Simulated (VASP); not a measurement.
Here is a VASP 6.6.1 calculation.

INCAR

```
SYSTEM = Hg
  PREC = Accurate
  ENCUT = 520
  EDIFF = 1E-6
  ISMEAR = -1
  SIGMA = 0.03
  LREAL = .False.
  LASPH = .True.
  NELM = 60
  ALGO = Normal
  ISIF = 2
  LWAVE = .False.
  LCHARG = .False.
  GGA = CA
  NBANDS = 12
```

KPOINTS

```
regular mesh
0
Gamma
  12 12 12
  0 0 0
```

File POSCAR:

```
Hg
1.0
    1.7183893641      0.9921125620      2.2190062596
   -1.7183893641      0.9921125620      2.2190062596
    0.0000000000     -1.9842251239      2.2190062596
Hg
1
Direct
    0.0000000000      0.0000000000      0.0000000000
```

Potentials or basis: VASP PAW LDA potentials, release 64 (Hg).

Launch:

```console
$ cat potpaw_LDA.64/Hg/POTCAR > POTCAR
$ mpirun -np 1 vasp_std > vasp.out
```

Problem. What does it give for the pressure?

Solution. -0.1 GPa.

Problem. What does it give for the band gap on the k mesh?

Solution. Zero (band 6 reaches 4.17 eV, above the bottom of band 7 at 0.74 eV).

Stress tensor (GPa, compression positive):
```
 0.01  0.00  0.00
 0.00  0.01  0.00
 0.00  0.00 -0.28
```

Caveat: spin-orbit coupling is left out, which moves the levels of the heavy elements.
